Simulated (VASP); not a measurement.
# C (P-3m1) in VASP: further runs, part 2 of 2

VASP 6.6.1. Earlier steps stand in the parts before.

## (4) Single point, PBE, collinear spin

The input, INCAR:

```
SYSTEM = C
ALGO = Normal
EDIFF = 1E-6
ENCUT = 520
GGA = PE
ISIF = 2
ISMEAR = 0
ISPIN = 2
LASPH = .TRUE.
LCHARG = .TRUE.
LELF = .TRUE.
LORBIT = 11
LREAL = .FALSE.
LVHAR = .TRUE.
LWAVE = .FALSE.
MAGMOM = 1 1
NBANDS = 15
NELM = 150
PREC = Accurate
SIGMA = 0.1
```

The input, KPOINTS:

```
k-points
0
G
  12 12 6
  0 0 0
```

The input, POSCAR:

```
C
1.0
    1.9481707300      0.0000000000      0.0000000000
   -0.9740853700      1.6871653500      0.0000000000
    0.0000000000      0.0000000000      3.1936508700
C
2
Direct
    0.6666666700      0.3333333300      0.3746127700
    0.3333333300      0.6666666700      0.6253872300
```

Potentials or basis: VASP PAW PBE potentials, release 64 (C).

The run is started by

```sh
$ cat potpaw_PBE.64/C/POTCAR > POTCAR
$ mpirun -np 1 vasp_std > vasp.out
```

OUTCAR:

```text
SYSTEM = C
   EDIFF = 1E-6
   ENCUT = 520
   GGA = PE
   ISIF = 2
   ISMEAR = 0
   ISPIN = 2
   LASPH = .TRUE.
   LORBIT = 11
   LREAL = .FALSE.
   NELM = 150
   PREC = Accurate

 ion  position               nearest neighbor table
   1  0.667  0.333  0.375-   2 1.38   2 1.38   2 1.38
   2  0.333  0.667  0.625-   1 1.38   1 1.38   1 1.38

  LATTYP: Found a hexagonal cell.
 ALAT       =     1.9481707300
 C/A-ratio  =     1.6393074903

  Lattice vectors:

 A1 = (   1.9481707300,   0.0000000000,   0.0000000000)
 A2 = (  -0.9740853700,   1.6871653500,   0.0000000000)
 A3 = (   0.0000000000,   0.0000000000,   3.1936508700)

Analysis of symmetry for initial positions (statically):
=====================================================================
 Subroutine PRICEL returns:
 Original cell was already a primitive cell.

 Routine SETGRP: Setting up the symmetry group for a
 hexagonal supercell.

 Subroutine GETGRP returns: Found 12 space group operations
[... 1051 lines left out ...]
     10      38.7113      0.00000
     11      42.4387      0.00000
     12      45.0601      0.00000
     13      46.0583      0.00000
     14      51.6577      0.00000
     15      54.4373      0.00000

 [... further k-points ...]

------------------------ aborting loop because EDIFF is reached ----------------------------------------

  FORCE on cell =-STRESS in cart. coord.  units (eV):
  Direction    XX          YY          ZZ          XY          YZ          ZX
  --------------------------------------------------------------------------------------
  -------------------------------------------------------------------------------------
  Total       20.4680481     20.4680483      1.6236672     -0.0000001      0.0000000     -0.0000000
  in kB     3124.0279685   3124.0279941    247.8195169     -0.0000093      0.0000000     -0.0000000
  external PRESSURE =    2165.2918265 kB  Pullay stress =       0.0000000 kB

 VOLUME and BASIS-vectors are now :
 -----------------------------------------------------------------------------
  energy-cutoff  :      520.00
  volume of cell :       10.50
      direct lattice vectors                 reciprocal lattice vectors
     1.948170730  0.000000000  0.000000000     0.513302035  0.296355068  0.000000000
    -0.974085370  1.687165350  0.000000000     0.000000000  0.592710134  0.000000000
     0.000000000  0.000000000  3.193650870     0.000000000  0.000000000  0.313121265

 POSITION                                       TOTAL-FORCE (eV/Angst)
 -----------------------------------------------------------------------------------
      0.97409      0.56239      1.19638         0.000000     -0.000000     -1.469015
     -0.00000      1.12478      1.99727         0.000000      0.000000      1.469015
 -----------------------------------------------------------------------------------
    total drift:                                0.000000     -0.000000      0.000000

  FREE ENERGIE OF THE ION-ELECTRON SYSTEM (eV)
  ---------------------------------------------------
  free  energy   TOTEN  =        -8.8188013584 eV

  energy  without entropy=       -8.8157003218  energy(sigma->0) =       -8.81725084

 total charge

# of ion       s       p       d       tot
------------------------------------------
    1        0.967   1.793   0.000   2.760
    2        0.967   1.793   0.000   2.760
--------------------------------------------------
tot          1.935   3.586   0.000   5.520

 magnetization (x)

# of ion       s       p       d       tot
------------------------------------------
    1        0.000   0.000   0.000   0.000
    2        0.000   0.000   0.000   0.000
--------------------------------------------------
tot          0.000   0.000   0.000   0.000
```

stdout:

```text
POSCAR found type information on POSCAR C
 POSCAR found :  1 types and       2 ions
 scaLAPACK will be used
 LDA part: xc-table for (Slater+PW92), standard interpolation
 POSCAR, INCAR and KPOINTS ok, starting setup
 FFT: planning ... GRIDC
 FFT: planning ... GRID_SOFT
 FFT: planning ... GRID
 WAVECAR not read
 entering main loop
```

Run time: 19 s. Hardware: 1 thread of Intel Xeon Platinum 8259CL at 2.50GHz (Skylake/Cascade Lake), shared host; peak memory 0.13 GiB.

What came out:

```
Free energy                                           : -8.8188 eV
Pressure                                              : 216.5 GPa
Largest force                                         : 1.469 eV/Å
Band gap on the k mesh                                : zero (filled and empty bands overlap)
Net moment                                            : 0.00 μB per cell
Valence electrons inside the program's atomic spheres : C 2.76
```

Forces on the atoms (eV/Å):
```
C    0.000  0.000 -1.469
C    0.000  0.000  1.469
```

Stress tensor (GPa, compression positive):
```
312.40   0.00   0.00
  0.00 312.40   0.00
  0.00   0.00  24.78
```

Caveat: the cell stands under pressure; this functional lacks dispersion, which binds the layers, so the pressure and a relaxed spacing across them are unreliable; forces of over 1 eV/Å act on the atoms, so gaps and moduli don't describe the material at rest.

## (5) Overview

| task | spin | cell | cutoff (eV) | gap on the mesh (eV) | pressure (GPa) | largest force (eV/Å) |
| --- | --- | --- | --- | --- | --- | --- |
| single point | off | as given | 520 | none | 216.5 | 1.47 |
| relaxation of cell and atoms | off | relaxed | 600 | none | 0.3 | 0.04 |
| single point | collinear | as given | 520 | none | 216.5 | 1.47 |

Alike in all rows: level PBE; potentials or basis VASP PAW PBE potentials, release 64 (C); k mesh 12 × 12 × 6; smearing gaussian 0.1 eV.

Caveats: this functional lacks dispersion, which binds the layers, so the pressure and a relaxed spacing across them are unreliable; the cell stands under pressure (at least some runs); forces of over 1 eV/Å act on the atoms, so gaps and moduli don't describe the material at rest (at least some runs).

Absolute energies hang on the potentials; compare differences alone.
